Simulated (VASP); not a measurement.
ZnO:

```
Zn O
1.0
     2.68794    0.00000    0.00000
     0.00000    2.68794    0.00000
     0.00000    0.00000    2.68794
Zn O
1 1
Direct
  0.00000 0.00000 0.00000
  0.50000 0.50000 0.50000
```

```yaml
Program: VASP 6.6.1
Task: relaxation of cell and atoms
Functional: r2SCAN
Potentials_or_basis: VASP PAW PBE potentials, release 64 (Zn, O)
Cutoff: 600 eV
k_mesh: 8 × 8 × 8
Occupations: fermi-dirac, width 0.02 eV
Spin: no spin polarisation
```

At the start: pressure -7.3 GPa; volume 9.71 Å³/atom.

Where does the relaxation end?

Over 4 steps the energy falls by 10.1 meV/atom and the volume is 9.31 Å³/atom (-4.1 %); space group Pm-3m (No. 221, to 0.05 Å).

Step by step:
```csv
step,energy change (eV),largest force (eV/Å),pressure (GPa),volume (Å³)
1,0.0000,0.0000,-7.29,19.42
2,-0.0153,0.0000,4.23,18.21
3,-0.0201,0.0000,0.30,18.58
4,-0.0201,0.0000,0.00,18.62
```

Final structure:
```yaml
crystal:
  lattice:
    - [2.65030, 0.00000, 0.00000]
    - [0.00000, 2.65030, 0.00000]
    - [0.00000, 0.00000, 2.65030]
  atoms:
    - { symbol: Zn, position: [0.00000, 0.00000, 0.00000] }
    - { symbol: O, position: [0.50000, 0.50000, 0.50000] }
```

Caveat: the PAW data sets were made with another functional, which shifts forces and pressure a little.
